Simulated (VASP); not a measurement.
**Tl: single point with PBE+D3(BJ)**

Tl:

```
Tl
1.0
    -1.94100    1.94100    1.84395
     1.94100   -1.94100    1.84395
     1.94100    1.94100   -1.84395
Tl
1
Cartesian
  0.0000 0.0000 0.0000
```

This cell differs from its parent crystal: strain +0.000 along x and y, -0.050 along z.

```
Program                : VASP 6.6.1
Task                   : single point
Functional             : PBE
Dispersion             : D3(BJ)
Potentials or basis    : VASP PAW PBE potentials, release 64 (Tl_d)
Cutoff                 : 520 eV
k mesh                 : 18 × 18 × 18
Occupations            : gaussian, width 0.15 eV
Spin                   : no spin polarisation
Dipole correction      : no
Further INCAR settings : ALGO = Fast; EDIFF = 1e-07; NBANDS = 12
```

The pressure is 2.3 GPa and the band gap on the k mesh is zero (an odd number of electrons rules out a gap without spin polarisation). The dispersion energy per atom is -0.353 eV.

Stress tensor (GPa, compression positive):
```
2.15 0.00 0.00
0.00 2.15 0.00
0.00 0.00 2.67
```

Levels at points of the mesh, in eV from the Fermi level:
```tsv
k point	band 2	band 3	band 4	band 5	band 6	band 7	band 8	band 9	band 10	band 11
(0.00, 0.00, 0.00)	-11.73	-11.73	-11.34	-11.27	-10.28	10.80	10.80	11.48	12.35	12.35
(0.50, 0.00, 0.00)	-11.94	-11.33	-11.25	-10.99	-4.91	-2.83	5.71	6.95	10.04	11.23
(0.50, 0.50, 0.00)	-11.90	-11.39	-11.32	-11.00	-5.24	-2.99	6.45	7.83	10.97	12.01
(0.50, 0.50, 0.50)	-11.98	-11.08	-11.08	-11.05	-1.50	1.07	1.07	2.11	6.29	6.99
```

Run time: 86 s on 1 thread of AMD EPYC 9R45 96-Core Processor (Zen 5), with other jobs on the host, peak memory 0.25 GiB.

Caveat: the cell differs from its parent crystal (strain +0.000 along x and y, -0.050 along z); spin-orbit coupling is left out, which moves the levels of the heavy elements.
